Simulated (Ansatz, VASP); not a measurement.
SnSe2 in VASP and in Ansatz

```xyz
3
Lattice="3.9100 0.0000 0.0000 -1.9550 3.3862 0.0000 0.0000 0.0000 6.2954" Properties=species:S:1:pos:R:3 pbc="T T T"
Sn    0.0000    0.0000    0.0000
Se    0.0000    2.2575    1.5676
Se    1.9550    1.1287    4.7279
```

Alike in both runs: task single point; functional PBE; k mesh 6 × 6 × 4; no spin polarisation.

|  | VASP | Ansatz |
| --- | --- | --- |
| version | VASP 6.6.1 | Ansatz 0.2.0 |
| potentials or method | VASP PAW PBE potentials, release 64 (Sn_d, Se), cutoff 520 eV | plane waves, PAW |
| occupations | gaussian, width 0.01 eV | fixed |
| valence electrons in the cell | 26 | 46 |

```csv
,VASP,Ansatz,Ansatz less VASP
pressure (GPa),0.3,0.2,-0.05
"traceless stress, the component that is largest in VASP (GPa)",1.01,1.01,-0.004
```

VASP's potentials hold 26 valence electrons a cell and Ansatz's 46, so a difference there can come from the potentials and not from the codes. Ansatz's warnings: stress scf threshold loose, structure snapped to symmetry.
